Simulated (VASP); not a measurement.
**KBr: single point with PBE-based screened hybrid with 25 % exact exchange**

The system is KBr.

```
CELL_PARAMETERS angstrom
0.00000 3.32185 3.32185
3.32185 0.00000 3.32185
3.32185 3.32185 0.00000
ATOMIC_POSITIONS crystal
Br 0.50000 0.50000 0.50000
K 0.00000 0.00000 0.00000
```

```yaml
Program: VASP 6.6.1
Task: single point
Functional: PBE-based screened hybrid with 25 % exact exchange
Potentials_or_basis: VASP PAW PBE potentials, release 64 (Br, K_sv)
Cutoff: 520 eV
k_mesh: 4 × 4 × 4
Occupations: gaussian, width 0.1 eV
Spin: no spin polarisation
Dipole_correction: no
Grid_for_exact_exchange_PRECFOCK: Normal
Share_of_exact_exchange: 0.25
Further_INCAR_settings: ALGO = Normal; EDIFF = 1e-06; NBANDS = 15
Screening_parameter: 0.3 1/Å
```

| Property | Result |
| --- | --- |
| Pressure | 0.2 GPa |
| Band gap on the k mesh | 5.31 eV |

Levels at points of the mesh, in eV from the valence-band top:
```csv
k point,band 5,band 6,band 7,band 8,band 9,band 10,band 11,band 12
"(0.00, 0.00, 0.00)",-12.09,0.00,0.00,0.00,5.31,8.70,8.70,8.70
"(0.50, 0.00, 0.00)",-11.85,-1.17,-0.32,-0.32,7.47,9.25,11.05,11.05
"(0.50, 0.50, 0.00)",-12.13,-0.83,-0.29,-0.29,6.85,8.16,10.41,10.66
```

Run time: 17 min on 1 thread of Intel Xeon 8259CL (shared host), peak memory 0.32 GiB.

Caveat: the PAW data sets were made with another functional, which shifts forces and pressure a little.
